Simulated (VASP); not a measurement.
# GaSb (F-43m) in VASP: a series of runs

GaSb is run at these levels: B3LYP, r2SCAN0; tasks: single point.

Everything below comes from runs of VASP 6.6.1. Logs are shortened: lines on timing, memory, paths and dates and some standing lists are left out, and cuts for length are marked.

### Step 1. The cell of the first run

It takes space group F-43m (No. 216, cubic). The conventional cell has a = 6.035 Å, b = 6.035 Å, c = 6.035 Å, α = 90.00°, β = 90.00°, γ = 90.00°. Sb (site symmetry -43m) has 4 Ga at 2.61 Å within 3.4 Å. Within 3.4 Å of Ga (site symmetry -43m) lie 4 Sb at 2.61 Å.

### Step 2. Single point, B3LYP

File POSCAR:

```
GaSb
1.0
    0.0000000000      3.0176570942      3.0176570942
    3.0176570942      0.0000000000      3.0176570942
    3.0176570942      3.0176570942      0.0000000000
Sb Ga
1 1
Direct
    0.7500000000      0.7500000000      0.7500000000
    0.0000000000      0.0000000000      0.0000000000
```

File INCAR.step1:

```
PREC = Accurate ; ENCUT = 520
EDIFF = 1E-5 ; ISMEAR = -1
SIGMA = 0.05 ; LREAL = F
LASPH = T ; NELM = 60
ALGO = Normal ; ISIF = 2
LWAVE = T ; LCHARG = F
GGA = PE ; NBANDS = 16
```

File INCAR.step2:

```
PREC = Accurate ; ENCUT = 520
EDIFF = 1E-7 ; ISMEAR = -1
SIGMA = 0.05 ; LREAL = F
LASPH = T ; NELM = 60
ALGO = Normal ; ISIF = 2
LWAVE = F ; LCHARG = F
GGA = B3 ; LHFCALC = T
AEXX = 0.2 ; AGGAX = 0.72
AGGAC = 0.81 ; ALDAC = 0.19
PRECFOCK = Normal ; ISTART = 1
NBANDS = 16
```

File KPOINTS:

```
Automatic mesh
0
Gamma
  4 4 4
```

Potentials or basis: VASP PAW PBE potentials, release 64 (Sb, Ga_d).

On the command line:

```bash
$ cat potpaw_PBE.64/Sb/POTCAR potpaw_PBE.64/Ga_d/POTCAR > POTCAR
$ cp INCAR.step1 INCAR
$ mpirun -np 1 vasp_std > vasp.out
$ cp INCAR.step2 INCAR
$ mpirun -np 1 vasp_std > vasp.out
```

OUTCAR:

```text
PREC = Accurate
   ENCUT = 520
   EDIFF = 1E-7
   ISMEAR = -1
   LREAL = F
   LASPH = T
   NELM = 60
   ISIF = 2
   GGA = B3
   LHFCALC = T
   AEXX = 0.2
   PRECFOCK = Normal
   ISTART = 1

 ion  position               nearest neighbor table
   1  0.750  0.750  0.750-   2 2.61   2 2.61   2 2.61   2 2.61
   2  0.000  0.000  0.000-   1 2.61   1 2.61   1 2.61   1 2.61

  LATTYP: Found a face centered cubic cell.
 ALAT       =     6.0353141884

  Lattice vectors:

 A1 = (   0.0000000000,   3.0176570942,   3.0176570942)
 A2 = (   3.0176570942,   0.0000000000,   3.0176570942)
 A3 = (   3.0176570942,   3.0176570942,   0.0000000000)

Analysis of symmetry for initial positions (statically):
=====================================================================
 Subroutine PRICEL returns:
 Original cell was already a primitive cell.

 Routine SETGRP: Setting up the symmetry group for a
 face centered cubic supercell.

 Subroutine GETGRP returns: Found 24 space group operations
 (whereof 24 operations were pure point group operations)
 out of a pool of 48 trial point group operations.

The static configuration has the point symmetry T_d .

Analysis of symmetry for dynamics (positions and initial velocities):
=====================================================================
 Subroutine PRICEL returns:
 Original cell was already a primitive cell.

 Routine SETGRP: Setting up the symmetry group for a
 face centered cubic supercell.

 Subroutine GETGRP returns: Found 24 space group operations
 (whereof 24 operations were pure point group operations)
 out of a pool of 48 trial point group operations.

The dynamic configuration has the point symmetry T_d .

 Subroutine INISYM returns: Found 24 space group operations
 (whereof 24 operations are pure point group operations),
 and found     1 'primitive' translations

----------------------------------------------------------------------------------------

                                     Primitive cell

  volume of cell :      54.9591

  direct lattice vectors                    reciprocal lattice vectors
     0.000000000  3.017657094  3.017657094    -0.165691457  0.165691457  0.165691457
     3.017657094  0.000000000  3.017657094     0.165691457 -0.165691457  0.165691457
     3.017657094  3.017657094  0.000000000     0.165691457  0.165691457 -0.165691457

  length of vectors
     4.267611589  4.267611589  4.267611589     0.286986022  0.286986022  0.286986022

  position of ions in fractional coordinates (direct lattice)
     0.750000000  0.750000000  0.750000000
     0.000000000  0.000000000  0.000000000

  ion indices of the primitive-cell ions
   primitive index   ion index
                 1           1
                 2           2

----------------------------------------------------------------------------------------

 KPOINTS: Automatic mesh

Automatic generation of k-mesh.
 Grid dimensions read from file:
 generate k-points for:    4    4    4

 Generating k-lattice:

  Cartesian coordinates                     Fractional coordinates (reciprocal lattice)
    -0.041422864  0.041422864  0.041422864     0.250000000  0.000000000  0.000000000
     0.041422864 -0.041422864  0.041422864     0.000000000  0.250000000  0.000000000
     0.041422864  0.041422864 -0.041422864     0.000000000  0.000000000  0.250000000

  Length of vectors
     0.071746505  0.071746505  0.071746505

  Shift w.r.t. Gamma in fractional coordinates (k-lattice)
     0.000000000  0.000000000  0.000000000

 Subroutine IBZKPT returns following result:
 ===========================================

 Found      8 irreducible k-points:

 Following reciprocal coordinates:
            Coordinates               Weight
  0.000000  0.000000  0.000000      1.000000
  0.250000  0.000000  0.000000      8.000000
  0.500000  0.000000  0.000000      4.000000
  0.250000  0.250000  0.000000      6.000000
  0.500000  0.250000  0.000000     24.000000
 -0.250000  0.250000  0.000000     12.000000
  0.500000  0.500000  0.000000      3.000000
 -0.250000  0.500000  0.250000      6.000000
   k-points           NKPTS =      8   k-points in BZ     NKDIM =     64   number of bands    NBANDS=     16
   number of dos      NEDOS =    301   number of ions     NIONS =      2
   total plane-waves  NPLWV =  32768
   dimension x,y,z NGX =    32 NGY =   32 NGZ =   32
   dimension x,y,z NGXF=    64 NGYF=   64 NGZF=   64
   ions per type =               1   1
   NGX,Y,Z   is equivalent  to a cutoff of  12.47, 12.47, 12.47 a.u.
   NGXF,Y,Z  is equivalent  to a cutoff of  24.93, 24.93, 24.93 a.u.
 SYSTEM =  unknown system
   PREC   = accura    normal or accurate (medium, high low for compatibility)
   ISTART =      1    job   : 0-new  1-cont  2-samecut
   ICHARG =      0    charge: 1-file 2-atom 10-const
   ISPIN  =      1    spin polarized calculation?
   LNONCOLLINEAR =      F non collinear calculations
   LSORBIT =      F    spin-orbit coupling
   LASPH  =      T    aspherical Exc in radial PAW
   ENCUT  =  520.0 eV  38.22 Ry    6.18 a.u.   7.93  7.93  7.93*2*pi/ulx,y,z
   NELM   =     60;   NELMIN=  2; NELMDL=  0     # of ELM steps
   EDIFF  = 0.1E-06   stopping-criterion for ELM
   LREAL  =      F    real-space projection
   EDIFFG = 0.1E-05   stopping-criterion for IOM
   NSW    =      0    number of steps for IOM
   IBRION =     -1    ionic relax: 0-MD 1-quasi-New 2-CG
   NFREE  =      0    steps in history (QN), initial steepest desc. (CG)
   ISIF   =      2    stress and relaxation
   ISYM   =      3    0-nonsym 1-usesym 2-fastsym
   POTIM  = 0.5000    time-step for ionic-motion
   TEBEG  =    0.0;   TEEND  =   0.0 temperature during run
   PSTRESS=    0.0 pullay stress
   NELECT =      18.0000    total number of electrons
   NUPDOWN=      -1.0000    fix difference up-down
   EMIN   =  10.00;   EMAX   =-10.00  energy-range for DOS
   EFERMI =   0.00;   METHOD = LEGACY
   ISMEAR =    -1;   SIGMA  =   0.05  broadening in eV -4-tet -1-fermi 0-gaus
   EFERMI_NEDOS =   21; number of points for ismear=-14 and -15
   IALGO  =     38    algorithm
   IMIX   =      1    mixing-type and parameters
     AMIX     =   0.40;   BMIX     =  1.00
     AMIX_MAG =   1.60;   BMIX_MAG =  1.00
  volume/ion in A,a.u.               =      27.48       185.44
  Fermi-wavevector in a.u.,A,eV,Ry     =   1.128459  2.132478 17.325927  1.273420
  Thomas-Fermi vector in A             =   2.265149
   LORBIT       =      0    0 simple, 1 ext, 2 COOP (PROOUT), +10 PAW based schemes
   GGA     = B3    functional components
   LHFCALC =     T    Hartree Fock is set to
   PRECFOCK=normal    Normal, Fast or Accurate (Low or Medium for compatibility)
   ENCUT4O =  -1.0   cutoff for four orbital integrals eV
   NKREDX  =     1    reduce k-point grid by
   NKREDY  =     1    reduce k-point grid by
   NKREDZ  =     1    reduce k-point grid by
   AEXX    =    0.2000 exact exchange contribution
   HFSCREEN=    0.0000 screening length (either q_TF or 0.3 A-1)
   HFSCREENC=   0.0000 screening length for correlation (either q_TF or 0.3 A-1)
   ENCUTFOCK=  -1.0 apply spherical cutoff to Coloumb kernel
   IVDW    =     0    specifies the selected vdW correction
   LEPSILON=     F    determine dielectric tensor
   LRPA    =     F    only Hartree local field effects (RPA)
 non-spin polarized calculation
  energy-cutoff  :      520.00
  volume of cell :       54.96
 maximum number of plane-waves:      1480
  NGX = 24; NGY = 24; NGZ = 24

 number of electron      17.9999993 magnetization

 Free energy of the ion-electron system (eV)
  ---------------------------------------------------
  ext. energy  EPLUGINS =         0.00000000
  ---------------------------------------------------
  free energy    TOTEN  =        -7.92787843 eV

  energy without entropy =       -7.92787838  energy(sigma->0) =       -7.92787841

 E-fermi :   5.6883     XC(G=0):  -7.3412

 val. band max:        4.9484824372   @ k =   0.0000   0.0000   0.0000
 cond. band min:       6.3814006477   @ k =   0.0000   0.0000   0.0000
 fundamental gap:      1.4329182105
 Fermi energy:         5.6883449398

 k-point     1 :       0.0000    0.0000    0.0000
  band No.  band energies     occupation
      1     -12.4016      2.00000
      2     -12.4016      2.00000
      3     -12.4016      2.00000
      4     -12.3436      2.00000
      5     -12.3436      2.00000
      6      -7.7653      2.00000
      7       4.9485      2.00000
      8       4.9485      2.00000
      9       4.9485      2.00000
     10       6.3814      0.00000
     11       8.8836      0.00000
     12       8.8836      0.00000
     13       8.8836      0.00000
     14      12.2843      0.00000
     15      15.0490      0.00000
     16      15.0490      0.00000

 k-point     2 :       0.2500    0.0000    0.0000
  band No.  band energies     occupation
      1     -12.4131      2.00000
      2     -12.3953      2.00000
      3     -12.3953      2.00000
      4     -12.3442      2.00000
      5     -12.3442      2.00000
      6      -7.0712      2.00000
      7       0.6098      2.00000
      8       4.1694      2.00000
      9       4.1694      2.00000
     10       6.9713      0.00000
     11       9.8312      0.00000
     12       9.8312      0.00000
     13      11.6684      0.00000
     14      13.6615      0.00000
     15      13.9827      0.00000
     16      13.9827      0.00000

 k-point     3 :       0.5000    0.0000    0.0000
  band No.  band energies     occupation
      1     -12.4245      2.00000
      2     -12.3900      2.00000
      3     -12.3900      2.00000
      4     -12.3438      2.00000
      5     -12.3438      2.00000
      6      -5.9073      2.00000
      7      -2.1182      2.00000
      8       3.6480      2.00000
      9       3.6480      2.00000
     10       6.5375      0.00000
     11       9.9385      0.00000
     12       9.9385      0.00000
     13      12.8570      0.00000
     14      16.1226      0.00000
     15      16.5520      0.00000
     16      16.5520      0.00000

 k-point     4 :       0.2500    0.2500    0.0000
  band No.  band energies     occupation
      1     -12.4231      2.00000
      2     -12.3887      2.00000
      3     -12.3887      2.00000
      4     -12.3491      2.00000
      5     -12.3418      2.00000
      6      -6.8228      2.00000
      7       0.6323      2.00000
      8       3.0932      2.00000
      9       3.0932      2.00000
     10       7.2938      0.00000
     11       8.9465      0.00000
     12      11.8902      0.00000
     13      11.8902      0.00000
     14      12.9863      0.00000
     15      15.7477      0.00000
     16      15.9065      0.00000

 k-point     5 :       0.5000    0.2500    0.0000
  band No.  band energies     occupation
      1     -12.4322      2.00000
      2     -12.3839      2.00000
      3     -12.3823      2.00000
      4     -12.3498      2.00000
      5     -12.3423      2.00000
      6      -5.5619      2.00000
      7      -1.8512      2.00000
      8       1.5435      2.00000
      9       2.7154      2.00000
     10       7.6885      0.00000
     11      10.2661      0.00000
     12      11.5223      0.00000
     13      12.2216      0.00000
     14      15.7241      0.00000
     15      16.6964      0.00000
     16      17.1683      0.00000

 k-point     6 :      -0.2500    0.2500    0.0000
  band No.  band energies     occupation
      1     -12.4253      2.00000
      2     -12.3882      2.00000
      3     -12.3874      2.00000
      4     -12.3456      2.00000
      5     -12.3449      2.00000
      6      -6.0541      2.00000
      7      -1.1035      2.00000
      8       1.4119      2.00000
      9       3.5801      2.00000
     10       8.1804      0.00000
     11      10.9020      0.00000
     12      11.0431      0.00000
     13      11.4585      0.00000
     14      13.4091      0.00000
     15      15.2064      0.00000
     16      17.3192      0.00000

 k-point     7 :       0.5000    0.5000    0.0000
  band No.  band energies     occupation
      1     -12.4423      2.00000
      2     -12.3754      2.00000
      3     -12.3754      2.00000
      4     -12.3561      2.00000
      5     -12.3399      2.00000
      6      -4.9294      2.00000
      7      -2.6174      2.00000
      8       2.0519      2.00000
      9       2.0519      2.00000
     10       6.9288      0.00000
     11       7.2895      0.00000
     12      15.4408      0.00000
     13      15.4408      0.00000
     14      16.9775      0.00000
     15      17.7209      0.00000
     16      17.9321      0.00000

 k-point     8 :      -0.2500    0.5000    0.2500
  band No.  band energies     occupation
      1     -12.4354      2.00000
      2     -12.3835      2.00000
      3     -12.3771      2.00000
      4     -12.3502      2.00000
      5     -12.3436      2.00000
      6      -4.8775      2.00000
      7      -2.4602      2.00000
      8       1.2194      2.00000
      9       1.4737      2.00000
     10      10.0347      0.00000
     11      10.5517      0.00000
     12      10.7939      0.00000
     13      11.0025      0.00000
     14      16.7166      0.00000
     15      16.7557      0.00000
     16      18.1239      0.00000

------------------------ aborting loop because EDIFF is reached ----------------------------------------

  FORCE on cell =-STRESS in cart. coord.  units (eV):
  Direction    XX          YY          ZZ          XY          YZ          ZX
  --------------------------------------------------------------------------------------
  -------------------------------------------------------------------------------------
  Total        1.9824666      1.9824666      1.9824666     -0.0000000      0.0000000     -0.0000000
  in kB       57.7932076     57.7932076     57.7932076     -0.0000000      0.0000000     -0.0000000
  external PRESSURE =      57.7932076 kB  Pullay stress =       0.0000000 kB

 VOLUME and BASIS-vectors are now :
 -----------------------------------------------------------------------------
  energy-cutoff  :      520.00
  volume of cell :       54.96
      direct lattice vectors                 reciprocal lattice vectors
     0.000000000  3.017657094  3.017657094    -0.165691457  0.165691457  0.165691457
     3.017657094  0.000000000  3.017657094     0.165691457 -0.165691457  0.165691457
     3.017657094  3.017657094  0.000000000     0.165691457  0.165691457 -0.165691457

 POSITION                                       TOTAL-FORCE (eV/Angst)
 -----------------------------------------------------------------------------------
      4.52649      4.52649      4.52649        -0.000000     -0.000000     -0.000000
      0.00000      0.00000      0.00000         0.000000      0.000000      0.000000
 -----------------------------------------------------------------------------------
    total drift:                                0.000010      0.000026      0.000003

  FREE ENERGIE OF THE ION-ELECTRON SYSTEM (eV)
  ---------------------------------------------------
  free  energy   TOTEN  =        -7.9278784346 eV

  energy  without entropy=       -7.9278783800  energy(sigma->0) =       -7.92787841
```

Wall time 5 min (1 thread of Intel Xeon Platinum 8488C (Sapphire Rapids), shared host); peak memory 0.19 GiB.

Results:

```yaml
Free_energy: -7.9279 eV
Pressure: 5.8 GPa
Band_gap_on_the_k_mesh: 1.43 eV
```

Levels at points of the mesh, in eV from the valence-band top:
```
           k point  band 5  band 6  band 7  band 8  band 9  band 10  band 11  band 12  band 13  band 14
(0.00, 0.00, 0.00)  -17.29  -12.71    0.00    0.00    0.00     1.43     3.94     3.94     3.94     7.34
(0.50, 0.00, 0.00)  -17.29  -10.86   -7.07   -1.30   -1.30     1.59     4.99     4.99     7.91    11.17
(0.50, 0.50, 0.00)  -17.29   -9.88   -7.57   -2.90   -2.90     1.98     2.34    10.49    10.49    12.03
```

Caveat: the k points lie up to 0.45 Å⁻¹ apart; the PAW data sets were made with another functional, which shifts forces and pressure a little; spin-orbit coupling is left out, which moves the levels of the heavy elements. A k mesh can miss the band edges.

### Step 3. Single point, B3LYP

This run uses another cell than the first one, of 28.05 Å³/atom.

File POSCAR:

```
GaSb
1.0
    0.0000000000      3.0384691801      3.0384691801
    3.0384691801      0.0000000000      3.0384691801
    3.0384691801      3.0384691801      0.0000000000
Sb Ga
1 1
Direct
    0.7500000000      0.7500000000      0.7500000000
    0.0000000000      0.0000000000      0.0000000000
```

File INCAR.step1:

```
SYSTEM = GaSb
ALGO = Normal
EDIFF = 1E-5
ENCUT = 520
GGA = PE
ISIF = 2
ISMEAR = -1
LASPH = .TRUE.
LREAL = .FALSE.
LWAVE = .TRUE.
NBANDS = 16
NELM = 100
PREC = Accurate
SIGMA = 0.05
```

File INCAR.step2:

```
SYSTEM = GaSb
AEXX = 0.2
AGGAC = 0.81
AGGAX = 0.72
ALDAC = 0.19
ALGO = Normal
EDIFF = 1E-6
ENCUT = 520
GGA = B3
ISIF = 2
ISMEAR = -1
ISTART = 1
LASPH = .TRUE.
LCHARG = .TRUE.
LELF = .TRUE.
LHFCALC = .TRUE.
LREAL = .FALSE.
LVHAR = .TRUE.
LWAVE = .FALSE.
NBANDS = 16
NELM = 100
PREC = Accurate
PRECFOCK = Normal
SIGMA = 0.05
```

File KPOINTS:

```
k-points
0
G
  4 4 4
  0 0 0
```

Potentials or basis: VASP PAW PBE potentials, release 64 (Sb, Ga_d).

On the command line:

```bash
$ cat potpaw_PBE.64/Sb/POTCAR potpaw_PBE.64/Ga_d/POTCAR > POTCAR
$ cp INCAR.step1 INCAR
$ mpirun -np 1 vasp_std > vasp.out
$ cp INCAR.step2 INCAR
$ mpirun -np 1 vasp_std > vasp.out
```

Wall time 6.5 min (1 thread of Intel Xeon Platinum 8488C (Sapphire Rapids), shared host); peak memory 0.19 GiB.

Results (log left out):

```
Free energy            : -7.9641 eV
Pressure               : 4.3 GPa
Band gap on the k mesh : 1.26 eV
```

Levels at points of the mesh, in eV from the valence-band top:
```csv
k point,band 7,band 8,band 9,band 10,band 11,band 12
"(0.00, 0.00, 0.00)",0.00,0.00,0.00,1.26,3.94,3.94
"(0.50, 0.00, 0.00)",-6.96,-1.26,-1.26,1.53,4.99,4.99
"(0.50, 0.50, 0.00)",-7.46,-2.82,-2.82,2.00,2.38,10.35
```

Caveat: the k points lie up to 0.45 Å⁻¹ apart; the PAW data sets were made with another functional, which shifts forces and pressure a little; spin-orbit coupling is left out, which moves the levels of the heavy elements.

(Part 1 of 3 ends here.)
